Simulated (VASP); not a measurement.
# W (R-3m) in VASP: notebook

W is run at these levels: PBEsol; tasks: single point.

All numbers are computed with VASP 6.6.1; they aren't measurements. Logs are shortened: lines on timing, memory, paths and dates and some standing lists are left out, and cuts for length are marked.

### Step 1. The cell of the first run

It takes space group R-3m (No. 166, trigonal). The conventional cell has a = 3.850 Å, b = 3.850 Å, c = 9.431 Å, α = 90.00°, β = 90.00°, γ = 120.00°. Within 1.8 Å of W (site symmetry 3m) lie 1 W at 1.37 Å.

### Step 2. Single point, PBEsol (shortest bond scaled by 0.58)

Input file INCAR:

```
SYSTEM = W
PREC = Accurate
ENCUT = 520
EDIFF = 1E-7
ISMEAR = -1
SIGMA = 0.05
LREAL = .FALSE.
LASPH = .TRUE.
NELM = 60
ALGO = Normal
ISIF = 2
LWAVE = .FALSE.
LCHARG = .FALSE.
GGA = PS
NBANDS = 21
```

Input file KPOINTS:

```
Automatic mesh
0
G
  10 10 10
  0 0 0
```

Input file POSCAR:

```
W
1.0
    0.0000000000      2.7225927735      2.7225927735
    2.7225927735      0.0000000000      2.7225927735
    2.7225927735      2.7225927735      0.0000000000
W
2
Direct
   -0.2825000000     -0.0725000000     -0.0725000000
    0.2825000000      0.0725000000      0.0725000000
```

Potentials or basis: VASP PAW PBE potentials, release 64 (W_sv).

Command:

```
$ cat potpaw_PBE.64/W_sv/POTCAR > POTCAR
$ mpirun -np 1 vasp_std > vasp.out
```

OUTCAR:

```text
SYSTEM = W
   PREC = Accurate
   ENCUT = 520
   EDIFF = 1E-7
   ISMEAR = -1
   LREAL = .FALSE.
   LASPH = .TRUE.
   NELM = 60
   ISIF = 2
   GGA = PS

 ion  position               nearest neighbor table
   1  0.718  0.928  0.928-   2 1.37   2 2.85   2 2.85   2 2.85
   2  0.282  0.072  0.072-   1 1.37   1 2.85   1 2.85   1 2.85

 -----------------------------------------------------------------------------
|                                                                             |
|           W    W    AA    RRRRR   N    N  II  N    N   GGGG   !!!           |
|           W    W   A  A   R    R  NN   N  II  NN   N  G    G  !!!           |
|           W    W  A    A  R    R  N N  N  II  N N  N  G       !!!           |
|           W WW W  AAAAAA  RRRRR   N  N N  II  N  N N  G  GGG   !            |
|           WW  WW  A    A  R   R   N   NN  II  N   NN  G    G                |
|           W    W  A    A  R    R  N    N  II  N    N   GGGG   !!!           |
|                                                                             |
|     The distance between some ions is very small. Please check the          |
|     nearest-neighbor list in the OUTCAR file.                               |
|     I HOPE YOU KNOW WHAT YOU ARE DOING!                                     |
|                                                                             |
 -----------------------------------------------------------------------------

  LATTYP: Found a face centered cubic cell.
 ALAT       =     5.4451855470

  Lattice vectors:

 A1 = (   0.0000000000,   2.7225927735,   2.7225927735)
 A2 = (   2.7225927735,   0.0000000000,   2.7225927735)
 A3 = (   2.7225927735,   2.7225927735,   0.0000000000)

Analysis of symmetry for initial positions (statically):
=====================================================================
 Subroutine PRICEL returns:
 Original cell was already a primitive cell.

 Routine SETGRP: Setting up the symmetry group for a
 face centered cubic supercell.

 Subroutine GETGRP returns: Found 12 space group operations
 (whereof  4 operations were pure point group operations)
 out of a pool of 48 trial point group operations.

The static configuration has the point symmetry C_2h.
 The point group associated with its full space group is D_3d.

Analysis of symmetry for dynamics (positions and initial velocities):
=====================================================================
 Subroutine PRICEL returns:
 Original cell was already a primitive cell.

 Routine SETGRP: Setting up the symmetry group for a
 face centered cubic supercell.

 Subroutine GETGRP returns: Found 12 space group operations
[... 106 lines left out ...]
   EDIFFG = 0.1E-05   stopping-criterion for IOM
   NSW    =      0    number of steps for IOM
   IBRION =     -1    ionic relax: 0-MD 1-quasi-New 2-CG
   NFREE  =      0    steps in history (QN), initial steepest desc. (CG)
   ISIF   =      2    stress and relaxation
   ISYM   =      2    0-nonsym 1-usesym 2-fastsym
   POTIM  = 0.5000    time-step for ionic-motion
   TEBEG  =    0.0;   TEEND  =   0.0 temperature during run
   PSTRESS=    0.0 pullay stress
   NELECT =      28.0000    total number of electrons
   NUPDOWN=      -1.0000    fix difference up-down
   EMIN   =  10.00;   EMAX   =-10.00  energy-range for DOS
   EFERMI =   0.00;   METHOD = LEGACY
   ISMEAR =    -1;   SIGMA  =   0.05  broadening in eV -4-tet -1-fermi 0-gaus
   EFERMI_NEDOS =   21; number of points for ismear=-14 and -15
   IALGO  =     38    algorithm
   IMIX   =      4    mixing-type and parameters
     AMIX     =   0.40;   BMIX     =  1.00
     AMIX_MAG =   1.60;   BMIX_MAG =  1.00
  volume/ion in A,a.u.               =      20.18       136.19
  Fermi-wavevector in a.u.,A,eV,Ry     =   1.449222  2.738632 28.575547  2.100243
  Thomas-Fermi vector in A             =   2.566973
   LORBIT       =      0    0 simple, 1 ext, 2 COOP (PROOUT), +10 PAW based schemes
   GGA     = PS    functional components
   LHFCALC =     F    Hartree Fock is set to
   AEXX    =    0.0000 exact exchange contribution
   IVDW    =     0    specifies the selected vdW correction
   LEPSILON=     F    determine dielectric tensor
   LRPA    =     F    only Hartree local field effects (RPA)
 non-spin polarized calculation
  energy-cutoff  :      520.00
  volume of cell :       40.36
 maximum number of plane-waves:      1106
 NGX is ok and might be reduce to    30
   NGX = 15   NGY = 15   NGZ = 15

 number of electron      28.0000001 magnetization

 Free energy of the ion-electron system (eV)
  ---------------------------------------------------
  ext. energy  EPLUGINS =         0.00000000
  ---------------------------------------------------
  free energy    TOTEN  =        24.58321445 eV

  energy without entropy =       24.59162560  energy(sigma->0) =       24.58742002

 E-fermi :   7.3369     XC(G=0): -11.5812

 val. band max:        7.3253531151   @ k =   0.1000  -0.3000   0.3000
 cond. band min:       7.3416116299   @ k =   0.4000   0.0000   0.5000
 fundamental gap:      0.0162585148
 Fermi energy:         7.3369144158

 k-point     1 :       0.0000    0.0000    0.0000
  band No.  band energies     occupation
      1     -76.9247      2.00000
      2     -62.9498      2.00000
      3     -39.5626      2.00000
      4     -35.1259      2.00000
      5     -35.1259      2.00000
      6     -28.1414      2.00000
[... 565 lines left out ...]
     20      16.6305      0.00000
     21      17.2391      0.00000

 [... further k-points ...]

------------------------ aborting loop because EDIFF is reached ----------------------------------------

  FORCE on cell =-STRESS in cart. coord.  units (eV):
  Direction    XX          YY          ZZ          XY          YZ          ZX
  --------------------------------------------------------------------------------------
  -------------------------------------------------------------------------------------
  Total      111.8977014    111.8977014    111.8977014   -111.4807863    111.4807863   -111.4807863
  in kB     4441.7456922   4441.7456922   4441.7456922  -4425.1963733   4425.1963733  -4425.1963733
  external PRESSURE =    4441.7456922 kB  Pullay stress =       0.0000000 kB

 VOLUME and BASIS-vectors are now :
 -----------------------------------------------------------------------------
  energy-cutoff  :      520.00
  volume of cell :       40.36
      direct lattice vectors                 reciprocal lattice vectors
     0.000000000  2.722592774  2.722592774    -0.183648471  0.183648471  0.183648471
     2.722592774  0.000000000  2.722592774     0.183648471 -0.183648471  0.183648471
     2.722592774  2.722592774  0.000000000     0.183648471  0.183648471 -0.183648471

 POSITION                                       TOTAL-FORCE (eV/Angst)
 -----------------------------------------------------------------------------------
      5.05041      4.47867      4.47867      -137.914267    137.914267    137.914267
      0.39478      0.96652      0.96652       137.914267   -137.914267   -137.914267
 -----------------------------------------------------------------------------------
    total drift:                               -0.000000     -0.000000      0.000000

  FREE ENERGIE OF THE ION-ELECTRON SYSTEM (eV)
  ---------------------------------------------------
  free  energy   TOTEN  =        24.5832144468 eV

  energy  without entropy=       24.5916255978  energy(sigma->0) =       24.58742002
```

Wall time 2.3 min (1 thread of Intel Xeon Platinum 8488C (Sapphire Rapids), shared host); peak memory 0.21 GiB.

Results:

```
Free energy            : 24.5832 eV
Pressure               : 444.2 GPa
Largest force          : 238.875 eV/Å
Band gap on the k mesh : zero (bands 14 and 15 overlap by 1.06 eV)
```

Forces in eV/Å, atoms in the order of the input:
```
W   -137.914  137.914  137.914
W    137.914 -137.914 -137.914
```

Caveat: the cell differs from its parent crystal (shortest bond scaled by 0.58); atoms lie so close that the PAW spheres overlap strongly, which falsifies energies and pressures; the cell stands under pressure; the PAW data sets were made with another functional, which shifts forces and pressure a little; spin-orbit coupling is left out, which moves the levels of the heavy elements.

### Step 3. Single point, PBEsol

Input file INCAR:

```
PREC = Accurate ; ENCUT = 520
EDIFF = 1E-7 ; ISMEAR = -1
SIGMA = 0.05 ; LREAL = F
LASPH = T ; NELM = 100
ALGO = Normal ; ISIF = 2
LWAVE = F ; LCHARG = F
GGA = PS ; NBANDS = 21
```

Input file KPOINTS:

```
regular mesh
0
Gamma
  10 10 10
```

POSCAR is that of step 2.

Potentials or basis: VASP PAW PBE potentials, release 64 (W_sv).

Command:

```
$ cat potpaw_PBE.64/W_sv/POTCAR > POTCAR
$ mpirun -np 1 vasp_std > vasp.out
```

Run time: 2.2 min. Hardware: 1 thread of Intel Xeon Platinum 8488C (Sapphire Rapids), shared host; peak memory 0.22 GiB.

Results (log left out):

```yaml
Free_energy: 24.5832 eV
Pressure: 444.2 GPa
Largest_force: 238.875 eV/Å
Band_gap_on_the_k_mesh: zero (bands 14 and 15 overlap by 1.06 eV)
```

Forces in eV/Å, atoms in the order of the input:
```
W   -137.914  137.914  137.914
W    137.914 -137.914 -137.914
```

Stress tensor (GPa, compression positive):
```
 444.17 -442.52 -442.52
-442.52  444.17  442.52
-442.52  442.52  444.17
```

Levels at points of the mesh, in eV from the Fermi level:
```
           k point  band 11  band 12  band 13  band 14  band 15  band 16  band 17  band 18
(0.00, 0.00, 0.00)    -4.57    -3.92    -3.92     0.57     1.88     3.10     3.10     5.65
(0.50, 0.00, 0.00)    -6.28    -4.28    -4.28    -2.39     4.32     4.32     6.37     6.71
(0.00, 0.50, 0.00)    -4.12    -3.10    -2.00    -1.04     0.83     1.19     3.23     5.67
(0.50, 0.50, 0.00)    -5.10    -2.40    -2.23    -0.70    -0.49     3.79     3.91     5.71
```

Caveat: atoms lie so close that the PAW spheres overlap strongly, which falsifies energies and pressures; the cell stands under pressure; the PAW data sets were made with another functional, which shifts forces and pressure a little; spin-orbit coupling is left out, which moves the levels of the heavy elements.
